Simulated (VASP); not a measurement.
Here is a VASP 6.6.1 calculation.

File INCAR:

```
SYSTEM = ZnCu2SnSe4
ALGO = Normal
EDIFF = 1E-7
ENCUT = 520
GGA = PS
ISIF = 2
ISMEAR = -1
IVDW = 13
LASPH = .True.
LCHARG = .False.
LREAL = .False.
LWAVE = .False.
NBANDS = 46
NELM = 60
PREC = Accurate
SIGMA = 0.05
```

KPOINTS

```
k-points
0
Gamma
  7 7 7
  0 0 0
```

The input POSCAR:

```
ZnCu2SnSe4
1.0
   -2.8086109697      2.8086109697      5.6225122998
    2.8086109697     -2.8086109697      5.6225122998
    2.8086109697      2.8086109697     -5.6225122998
Sn Se Zn Cu
1 4 1 2
Direct
    0.5000000000      0.5000000000      0.0000000000
    0.8971309980      0.3752143339      0.0000000000
    0.1028690020      0.1028690020      0.4780833359
    0.3752143339      0.8971309980      0.0000000000
    0.6247856661      0.6247856661      0.5219166641
    0.0000000000      0.0000000000      0.0000000000
    0.2500000000      0.7500000000      0.5000000000
    0.7500000000      0.2500000000      0.5000000000
```

Potentials or basis: VASP PAW PBE potentials, release 64 (Sn_d, Se, Zn, Cu).

The run is started by

```bash
$ cat potpaw_PBE.64/Sn_d/POTCAR potpaw_PBE.64/Se/POTCAR potpaw_PBE.64/Zn/POTCAR potpaw_PBE.64/Cu/POTCAR > POTCAR
$ mpirun -np 1 vasp_std > vasp.out
```

Problem. What does it give for the largest force?

Solution. 0.014 eV/Å.

Problem. What does it give for the band gap on the k mesh?

Solution. Zero (filled and empty bands touch).

Forces in eV/Å, atoms in the order of the input:
```
Sn   0.000  0.000  0.000
Se   0.007 -0.007 -0.010
Se   0.007  0.007  0.010
Se  -0.007  0.007 -0.010
Se  -0.007 -0.007  0.010
Zn   0.000  0.000  0.000
Cu   0.000  0.000  0.000
Cu   0.000  0.000  0.000
```

Caveat: semilocal functionals underestimate gaps, and a narrow one can read as zero; the PAW data sets were made with another functional, which shifts forces and pressure a little; spin-orbit coupling is left out, which moves the levels of the heavy elements. With open d or f shells a metallic result of PBEsol can be an artefact of self-interaction; +U or a hybrid may open a gap.
